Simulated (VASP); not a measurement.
**W4C4F: single point with PBEsol**

System: W4C4F, a slab with vacuum.

```
W C F
1.0
     5.79900    0.00000    0.00000
    -2.89950    5.02208    0.00000
     0.00000    0.00000   17.24530
W C F
8 8 2
Direct
  0.00000 0.00000 0.05799
  0.00446 0.00392 0.20701
  0.99999 0.49999 0.05799
  0.02271 0.51560 0.21450
  0.50000 0.00000 0.05799
  0.49741 0.00741 0.21035
  0.50000 0.49999 0.05799
  0.54045 0.52604 0.20751
  0.34472 0.18202 0.13221
  0.97585 0.34567 0.32935
  0.35166 0.67046 0.12988
  0.01391 0.34525 0.41028
  0.83524 0.17923 0.13427
  0.70167 0.11187 0.29647
  0.83947 0.67329 0.13419
  0.46369 0.27817 0.31464
  0.11286 0.46445 0.46091
  0.48152 0.48837 0.48652
```

```json
{"Program": "VASP 6.6.1", "Task": "single point", "Functional": "PBEsol", "Potentials or basis": "VASP PAW PBE potentials, release 64 (W_sv, C, F)", "Cutoff": "520 eV", "k mesh": "3 × 3 × 1", "Occupations": "fermi-dirac, width 0.05 eV", "Spin": "no spin polarisation", "Dipole correction": "no", "Further INCAR settings": "LREAL = Auto; ALGO = Normal; EDIFF = 1e-07; NBANDS = 94"}
```

```
Largest force          : 19.863 eV/Å
Band gap on the k mesh : zero (bands 79 and 80 overlap by 0.44 eV)
```

Forces in eV/Å, atoms in the order of the input:
```
W     0.082   0.588  -2.164
W     0.172   0.890   3.725
W     0.415   0.377  -1.486
W    -0.552  -0.517   0.658
W     0.232   0.553  -2.959
W    -2.304  -1.731  -0.333
W     0.575   0.187  -3.765
W    -2.196  -1.680   5.715
C    -0.403  -0.306   0.351
C    -1.150  -3.656   3.307
C    -1.608  -0.218   1.262
C    -3.678  -7.810 -17.889
C     0.517   0.059   0.029
C     3.704   5.016   4.600
C     1.745   0.016  -1.318
C     0.887  -0.505  -3.532
F     2.981   8.703  14.054
F     0.582   0.034  -0.255
```

Levels at points of the mesh, in eV from the Fermi level:
| k point | band 76 | band 77 | band 78 | band 79 | band 80 | band 81 | band 82 | band 83 |
| --- | --- | --- | --- | --- | --- | --- | --- | --- |
| (0.00, 0.00, 0.00) | -0.02 | 0.01 | 0.12 | 0.24 | 0.34 | 0.38 | 0.57 | 0.71 |

Wall time 29 min on 1 thread of Intel(R) Xeon(R) Platinum 8488C (Sapphire Rapids), on a shared host, peak memory 0.69 GiB.

Caveat: the k points lie up to 0.42 Å⁻¹ apart; there is no dipole correction, which matters where the two faces differ; the PAW data sets were made with another functional, which shifts forces and pressure a little; spin-orbit coupling is left out, which moves the levels of the heavy elements.
